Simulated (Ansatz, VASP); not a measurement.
## Sb: VASP beside Ansatz

```
Sb
1.0
     4.34113    0.00000    0.00000
    -2.17057    3.75953    0.00000
     2.17057    1.25318    3.86830
Sb
2
Direct
  0.53716 0.76858 0.69426
  0.46284 0.23142 0.30574
```

Alike in both runs: task single point; functional r2SCAN; k mesh 9 × 9 × 9; occupations gaussian, width 0.1 eV; no spin polarisation.

|  | VASP | Ansatz |
| --- | --- | --- |
| version | VASP 6.6.1 | Ansatz 0.2.0 |
| potentials or method | VASP PAW PBE potentials, release 64 (Sb), cutoff 520 eV | scalar-relativistic, plane waves, PAW |
| valence electrons in the cell | 10 | 30 |

```csv
,VASP,Ansatz,Ansatz less VASP
gap on the k mesh at the Fermi level (eV),0.13,0.13,-0.002
least direct gap on the mesh (eV),0.58,0.60,+0.019
pressure (GPa),0.1,0.0,-0.11
"traceless stress, the component that is largest in VASP (GPa)",-0.08,-0.04,+0.040
rms of the force components (eV/Å),0.022,0.009,-0.0126
```

VASP's potentials were made for PBE, not for r2SCAN. Atom by atom the forces differ by 0.031 eV/Å (rms over components). VASP's potentials hold 10 valence electrons a cell and Ansatz's 30, so a difference there can come from the potentials and not from the codes.

Spin-orbit coupling is off throughout.
